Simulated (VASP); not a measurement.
# Rb (Fd-3m) in VASP: further runs

Rb is run at these levels: PBE; tasks: single point, relaxation of cell and atoms.

All numbers are computed with VASP 6.6.1; they aren't measurements. Logs are shortened: lines on timing, memory, paths and dates and some standing lists are left out, and cuts for length are marked.

### 1 The cell of the first run

Symmetry: Fd-3m, No. 227, cubic system. Conventional cell: a = 10.445 Å, b = 10.445 Å, c = 10.445 Å, α = 90.00°, β = 90.00°, γ = 90.00°.

This isn't the form of Rb at room conditions, which is bcc.

### 2 Single point, PBE

Contents of INCAR:

```
PREC     = Accurate       # precision mode
ENCUT    = 520            # plane-wave cutoff, eV
EDIFF    = 1E-6           # SCF threshold, eV
ISMEAR   = -1             # smearing method
SIGMA    = 0.08           # smearing width, eV
LREAL    = False          # projectors in reciprocal space
LASPH    = True           # aspherical terms in the spheres
NELM     = 100            # most SCF steps
ALGO     = Normal         # electronic algorithm
ISIF     = 2              # what is computed and relaxed
LWAVE    = False          # write WAVECAR
LCHARG   = True           # write CHGCAR
GGA      = PE             # functional
LELF     = True           # ELF
LVHAR    = True         
NBANDS   = 16             # bands
```

Contents of KPOINTS:

```
regular mesh
0
Gamma
  7 7 7
```

Contents of POSCAR:

```
Rb
1.0
    0.0000000000      5.2226907803      5.2226907803
    5.2226907803      0.0000000000      5.2226907803
    5.2226907803      5.2226907803      0.0000000000
Rb
2
Direct
   -0.1250000000     -0.1250000000     -0.1250000000
    0.1250000000      0.1250000000      0.1250000000
```

Potentials or basis: VASP PAW PBE potentials, release 64 (Rb_sv).

The run is started by

```
$ cat potpaw_PBE.64/Rb_sv/POTCAR > POTCAR
$ mpirun -np 1 vasp_std > vasp.out
```

OUTCAR:

```text
PREC = Accurate
   ENCUT = 520
   EDIFF = 1E-6
   ISMEAR = -1
   LREAL = False
   LASPH = True
   NELM = 100
   ISIF = 2
   GGA = PE

 ion  position               nearest neighbor table
   1  0.875  0.875  0.875-   2 4.52   2 4.52   2 4.52   2 4.52
   2  0.125  0.125  0.125-   1 4.52   1 4.52   1 4.52   1 4.52

  LATTYP: Found a face centered cubic cell.
 ALAT       =    10.4453815606

  Lattice vectors:

 A1 = (   0.0000000000,   5.2226907803,   5.2226907803)
 A2 = (   5.2226907803,   0.0000000000,   5.2226907803)
 A3 = (   5.2226907803,   5.2226907803,   0.0000000000)

Analysis of symmetry for initial positions (statically):
=====================================================================
 Subroutine PRICEL returns:
 Original cell was already a primitive cell.

 Routine SETGRP: Setting up the symmetry group for a
 face centered cubic supercell.

 Subroutine GETGRP returns: Found 48 space group operations
 (whereof 12 operations were pure point group operations)
 out of a pool of 48 trial point group operations.

The static configuration has the point symmetry D_3d.
 The point group associated with its full space group is O_h .

Analysis of symmetry for dynamics (positions and initial velocities):
=====================================================================
 Subroutine PRICEL returns:
 Original cell was already a primitive cell.

 Routine SETGRP: Setting up the symmetry group for a
 face centered cubic supercell.

 Subroutine GETGRP returns: Found 48 space group operations
 (whereof 12 operations were pure point group operations)
 out of a pool of 48 trial point group operations.

The dynamic configuration has the point symmetry D_3d.
 The point group associated with its full space group is O_h .

 Subroutine INISYM returns: Found 48 space group operations
 (whereof 12 operations are pure point group operations),
 and found     1 'primitive' translations

----------------------------------------------------------------------------------------

                                     Primitive cell

  volume of cell :     284.9134

  direct lattice vectors                    reciprocal lattice vectors
     0.000000000  5.222690780  5.222690780    -0.095736091  0.095736091  0.095736091
     5.222690780  0.000000000  5.222690780     0.095736091 -0.095736091  0.095736091
     5.222690780  5.222690780  0.000000000     0.095736091  0.095736091 -0.095736091
[... 76 lines left out ...]
   LASPH  =      T    aspherical Exc in radial PAW
   ENCUT  =  520.0 eV  38.22 Ry    6.18 a.u.  13.73 13.73 13.73*2*pi/ulx,y,z
   NELM   =    100;   NELMIN=  2; NELMDL= -5     # of ELM steps
   EDIFF  = 0.1E-05   stopping-criterion for ELM
   LREAL  =      F    real-space projection
   EDIFFG = 0.1E-04   stopping-criterion for IOM
   NSW    =      0    number of steps for IOM
   IBRION =     -1    ionic relax: 0-MD 1-quasi-New 2-CG
   NFREE  =      0    steps in history (QN), initial steepest desc. (CG)
   ISIF   =      2    stress and relaxation
   ISYM   =      2    0-nonsym 1-usesym 2-fastsym
   POTIM  = 0.5000    time-step for ionic-motion
   TEBEG  =    0.0;   TEEND  =   0.0 temperature during run
   PSTRESS=    0.0 pullay stress
   NELECT =      18.0000    total number of electrons
   NUPDOWN=      -1.0000    fix difference up-down
   EMIN   =  10.00;   EMAX   =-10.00  energy-range for DOS
   EFERMI =   0.00;   METHOD = LEGACY
   ISMEAR =    -1;   SIGMA  =   0.08  broadening in eV -4-tet -1-fermi 0-gaus
   EFERMI_NEDOS =   21; number of points for ismear=-14 and -15
   IALGO  =     38    algorithm
   IMIX   =      4    mixing-type and parameters
     AMIX     =   0.40;   BMIX     =  1.00
     AMIX_MAG =   1.60;   BMIX_MAG =  1.00
  volume/ion in A,a.u.               =     142.46       961.35
  Fermi-wavevector in a.u.,A,eV,Ry     =   0.652021  1.232140  5.784258  0.425131
  Thomas-Fermi vector in A             =   1.721807
   LORBIT       =      0    0 simple, 1 ext, 2 COOP (PROOUT), +10 PAW based schemes
   GGA     = PE    functional components
   LHFCALC =     F    Hartree Fock is set to
   AEXX    =    0.0000 exact exchange contribution
   IVDW    =     0    specifies the selected vdW correction
   LEPSILON=     F    determine dielectric tensor
   LRPA    =     F    only Hartree local field effects (RPA)
 non-spin polarized calculation
  energy-cutoff  :      520.00
  volume of cell :      284.91
 maximum number of plane-waves:      7727
   NGX = 27   NGY = 27   NGZ = 27

 number of electron      18.0000000 magnetization

 Free energy of the ion-electron system (eV)
  ---------------------------------------------------
  ext. energy  EPLUGINS =         0.00000000
  ---------------------------------------------------
  free energy    TOTEN  =        -1.36706650 eV

  energy without entropy =       -1.33317382  energy(sigma->0) =       -1.35012016

 E-fermi :  -0.7256     XC(G=0):  -4.3886

 val. band max:       -0.7943561312   @ k =  -0.2857   0.4286   0.1429
 cond. band min:      -0.7143680930   @ k =  -0.4286   0.4286   0.0000
 fundamental gap:      0.0799880382
 Fermi energy:        -0.7256213008

 k-point     1 :       0.0000    0.0000    0.0000
  band No.  band energies     occupation
      1     -30.0542      2.00000
      2     -30.0428      2.00000
      3     -14.1664      2.00000
      4     -14.1664      2.00000
      5     -14.1664      2.00000
      6     -14.0936      2.00000
[... 357 lines left out ...]
      3     -14.1823      2.00000
      4     -14.1796      2.00000
      5     -14.1382      2.00000
      6     -14.1232      2.00000
[... 8 lines left out ...]
     15       1.7505      0.00000
     16       1.9279      0.00000

------------------------ aborting loop because EDIFF is reached ----------------------------------------

  FORCE on cell =-STRESS in cart. coord.  units (eV):
  Direction    XX          YY          ZZ          XY          YZ          ZX
  --------------------------------------------------------------------------------------
  -------------------------------------------------------------------------------------
  Total       -0.0172653     -0.0172653     -0.0172653      0.0000000      0.0000000      0.0000000
  in kB       -0.0970896     -0.0970896     -0.0970896      0.0000000      0.0000000      0.0000000
  external PRESSURE =      -0.0970896 kB  Pullay stress =       0.0000000 kB

 VOLUME and BASIS-vectors are now :
 -----------------------------------------------------------------------------
  energy-cutoff  :      520.00
  volume of cell :      284.91
      direct lattice vectors                 reciprocal lattice vectors
     0.000000000  5.222690780  5.222690780    -0.095736091  0.095736091  0.095736091
     5.222690780  0.000000000  5.222690780     0.095736091 -0.095736091  0.095736091
     5.222690780  5.222690780  0.000000000     0.095736091  0.095736091 -0.095736091

 POSITION                                       TOTAL-FORCE (eV/Angst)
 -----------------------------------------------------------------------------------
      9.13971      9.13971      9.13971         0.000000      0.000000      0.000000
      1.30567      1.30567      1.30567        -0.000000     -0.000000     -0.000000
 -----------------------------------------------------------------------------------
    total drift:                                0.000000      0.000000     -0.000000

  FREE ENERGIE OF THE ION-ELECTRON SYSTEM (eV)
  ---------------------------------------------------
  free  energy   TOTEN  =        -1.3670665048 eV

  energy  without entropy=       -1.3331738234  energy(sigma->0) =       -1.35012016
```

stdout:

```text
POSCAR found type information on POSCAR Rb
 POSCAR found :  1 types and       2 ions
 scaLAPACK will be used
 LDA part: xc-table for (Slater+PW92), standard interpolation
 POSCAR, INCAR and KPOINTS ok, starting setup
 FFT: planning ... GRIDC
 FFT: planning ... GRID_SOFT
 FFT: planning ... GRID
 WAVECAR not read
 entering main loop
```

It took 52 s on 1 thread of Intel Xeon 6975P-C (Granite Rapids), shared host; peak memory 0.44 GiB.

What came out:

```yaml
Free_energy: -1.3671 eV
Pressure: 0.0 GPa
```

Levels at points of the mesh, in eV from the Fermi level:
| k point | band 6 | band 7 | band 8 | band 9 | band 10 | band 11 | band 12 | band 13 |
| --- | --- | --- | --- | --- | --- | --- | --- | --- |
| (0.00, 0.00, 0.00) | -13.37 | -13.37 | -13.37 | -1.49 | 2.01 | 2.01 | 2.01 | 2.23 |

### 3 Relaxation of cell and atoms, PBE, target pressure -0.009 GPa, at which the enthalpy is minimised

This run uses another cell than the first one, of 114.87 Å³/atom.

Contents of INCAR:

```
SYSTEM = Rb
PREC     = Accurate       ! precision mode
ENCUT    = 600            ! plane-wave cutoff, eV
EDIFF    = 1E-6           ! SCF threshold, eV
ISMEAR   = -1             ! smearing method
SIGMA    = 0.08           ! smearing width, eV
LREAL    = .False.        ! projectors in reciprocal space
LASPH    = .True.         ! aspherical terms in the spheres
NELM     = 80             ! most SCF steps
ALGO     = Normal         ! electronic algorithm
ISIF     = 3              ! what is computed and relaxed
LWAVE    = .False.        ! write WAVECAR
LCHARG   = .False.        ! write CHGCAR
GGA      = PE             ! functional
IBRION   = 2              ! ionic algorithm
NSW      = 60             ! ionic steps
EDIFFG   = -0.005         ! ionic threshold
PSTRESS  = -0.09
```

Contents of KPOINTS:

```
Automatic mesh
0
Gamma
  7 7 7
  0 0 0
```

Contents of POSCAR:

```
Rb
1.0
    0.0000000000      4.8610607221      4.8610607221
    4.8610607221      0.0000000000      4.8610607221
    4.8610607221      4.8610607221      0.0000000000
Rb
2
Direct
   -0.1250000000     -0.1250000000     -0.1250000000
    0.1250000000      0.1250000000      0.1250000000
```

Potentials or basis: VASP PAW PBE potentials, release 64 (Rb_sv).

The run is started by

```
$ cat potpaw_PBE.64/Rb_sv/POTCAR > POTCAR
$ mpirun -np 1 vasp_std > vasp.out
```

Wall time 3.1 min (1 thread of Intel Xeon 6975P-C (Granite Rapids), shared host); peak memory 0.47 GiB.

The run converged. Its results:

```yaml
Free_energy: -1.3668 eV
Relaxed_volume: 142.04 Å³/atom
Relaxed_cell: a = 7.379 Å, b = 7.379 Å, c = 7.379 Å, α = 60.00°, β = 60.00°, γ = 60.00°
Space_group_after_relaxing_to_0.1_Å: Fd-3m (No. 227)
Energy_change_on_relaxing_the_run_minimises_the_enthalpy: -19.6 meV/atom
Ionic_steps: 6
Pressure_after_relaxing: 0.0 GPa
```

Step by step:
| step | energy change (eV) | largest force (eV/Å) | pressure (GPa) | volume (Å³) |
| --- | --- | --- | --- | --- |
| 1 | 0.0000 | 0.0000 | 0.27 | 229.73 |
| 2 | -0.0107 | 0.0000 | 0.22 | 236.57 |
| 3 | -0.0320 | 0.0000 | 0.10 | 257.87 |
| 4 | -0.0344 | 0.0000 | -0.06 | 304.25 |
| 5 | -0.0389 | 0.0000 | -0.02 | 286.68 |
| 6 | -0.0391 | 0.0000 | -0.01 | 284.08 |

Final structure:
```yaml
crystal:
  lattice:
    - [0.00000, 5.21762, 5.21762]
    - [5.21762, 0.00000, 5.21762]
    - [5.21762, 5.21762, 0.00000]
  atoms:
    - { symbol: Rb, position: [0.87500, 0.87500, 0.87500] }
    - { symbol: Rb, position: [0.12500, 0.12500, 0.12500] }
```

Levels at points of the mesh, in eV from the Fermi level:
```
           k point  band 6  band 7  band 8  band 9  band 10  band 11  band 12  band 13
(0.00, 0.00, 0.00)  -13.37  -13.37  -13.37   -1.49     2.02     2.02     2.02     2.23
```

Caveat: the cell is relaxed towards a set pressure, so the run minimises the enthalpy, not the energy; the volume moved by over 15 % at a fixed basis, so the end points are rough.
